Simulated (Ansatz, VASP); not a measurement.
One calculation of Ag, two programs

```xyz
1
Lattice="0.0000 2.2729 2.0431 2.2729 0.0000 2.0431 2.2729 2.2729 0.0000" Properties=species:S:1:pos:R:3 pbc="T T T"
Ag    0.0000    0.0000    0.0000
```

Change from the starting cell: strain +0.1125 x Voigt [1, 1, 0, 0, 0, 0], atoms carried along.

Alike in both runs: task single point; functional PBE; k mesh 20 × 20 × 20; occupations gaussian, width 0.15 eV; no spin polarisation.

|  | VASP | Ansatz |
| --- | --- | --- |
| version | VASP 6.6.1 | Ansatz 0.2.0 |
| potentials or method | VASP PAW PBE potentials, release 64 (Ag), cutoff 520 eV | scalar-relativistic, plane waves, PAW |
| valence electrons in the cell | 11 | 19 |

```tsv
	VASP	Ansatz	Ansatz less VASP
gap on the k mesh at the Fermi level (eV)	none	none	-
pressure (GPa)	-9.2	-9.2	-0.01
traceless stress, the component that is largest in VASP (GPa)	0.68	0.69	+0.009
```

A gap of «none» marks a metal or a gap that the smearing closes. With one functional, cell and mesh, what is left measures potentials, basis and numerics. VASP's potentials hold 11 valence electrons a cell and Ansatz's 19, so a difference there can come from the potentials and not from the codes.
